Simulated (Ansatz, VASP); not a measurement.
Given: the input of a run of Ansatz 0.2.0 on Rb.

File input.yaml:

```yaml
crystal:
  lattice:
    - [-2.8210601435, 2.8210601435, 2.8210601435]
    - [2.8210601435, -2.8210601435, 2.8210601435]
    - [2.8210601435, 2.8210601435, -2.8210601435]
  atoms:
    - { symbol: Rb, position: [0.0, 0.0, 0.0] }
kpoints:
  mp_grid: { grid: [7, 7, 7] }
scf:
  occupations: { method: fermi_dirac, width: 0.05 }
hamiltonian:
  xc: lda
  pseudopotentials: { kind: all_electron, lapw: { basis_error: 0.001 } }
output:
  forces: true
  stress: true
  eigenvalues: true
```

Potentials or basis: all-electron LAPW, scalar-relativistic.

The run is started by

```sh
$ ansatz run input.yaml --threads 1 --pin off --max-ram 3072MiB --backend cpu --events-out ev --progress --plain --runs-dir out
```

**Question.** Set up the same calculation for VASP 6.6.1. Potentials there: VASP PAW LDA potentials, release 64 (Rb_sv).

**Answer.** As run (the cutoff follows the program's own potentials):

The input INCAR:

```
PREC = Accurate ; ENCUT = 520
EDIFF = 1E-6 ; ISMEAR = -1
SIGMA = 0.05 ; LREAL = F
LASPH = T ; NELM = 100
ALGO = Normal ; ISIF = 2
LWAVE = F ; LCHARG = F
NBANDS = 10
```

File KPOINTS:

```
Automatic mesh
0
Gamma
  7 7 7
```

POSCAR

```
Rb
1.0
   -2.8210601435      2.8210601435      2.8210601435
    2.8210601435     -2.8210601435      2.8210601435
    2.8210601435      2.8210601435     -2.8210601435
Rb
1
Direct
    0.0000000000      0.0000000000      0.0000000000
```

Potentials or basis: VASP PAW LDA potentials, release 64 (Rb_sv).

Launch:

```console
$ cat potpaw_LDA.64/Rb_sv/POTCAR > POTCAR
$ mpirun -np 1 vasp_std > vasp.out
```

Both were run:

|  | VASP | Ansatz | Ansatz less VASP |
| --- | --- | --- | --- |
| gap on the k mesh at the Fermi level (eV) | none | none | - |
| pressure (GPa) | -0.4 | -0.4 | 0.00 |

LDA's correlation is that of Perdew and Zunger in VASP and of Perdew and Wang (1992) in Ansatz. A gap of «none» marks a metal or a gap that the smearing closes. Ansatz ran all-electron here, and VASP with PAW potentials.
